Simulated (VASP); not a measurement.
Runs of VASP 6.6.1 on Ge. The structure is that of space group Fd-3m (No. 227), or close to it. The cells are those of the table. 

```csv
cell,gap on the mesh (eV),pressure (GPa)
"a = 3.902, b = 3.902, c = 3.800 Å, angles 60.9, 60.9, 58.3°, 2 atoms",0.28,10.4
"a = 3.900 Å, angles 60.0°, 2 atoms",(b),7.5
"a = 3.851, b = 3.851, c = 3.900 Å, angles 59.6, 59.6, 60.9°, 2 atoms",0.28,10.4
"a = 3.800 Å, angles 60.0°, 2 atoms",(c),17.2
"a = 3.851, b = 3.851, c = 3.800 Å, angles 60.4, 60.4, 59.1°, 2 atoms",0.40,13.6
"a = 4.201 Å, angles 60.0°, 2 atoms",none,-7.0
"a = 4.100 Å, angles 60.0°, 2 atoms",none,(a)
```

Alike in all rows: task single point; level r2SCAN; potentials or basis VASP PAW PBE potentials, release 64 (Ge_d); no spin polarisation; k mesh 10 × 10 × 10; cutoff (eV) 520; smearing gaussian 0.05 eV.

Problem. Estimate the missing entries.

Solution. (a) -3.9; (b) 0.66; (c) 0.53.

Caveats: the PAW data sets were made with another functional, which shifts forces and pressure a little; the cell stands under pressure (at least some runs); the cell stands under tension (at least some runs); semilocal functionals underestimate gaps, so a narrow gap can read as zero (at least some runs).

A k mesh can miss the band edges, and the runs leave out spin-orbit coupling on Ge.

A gap of «none» marks levels without a gap at the run's occupations.
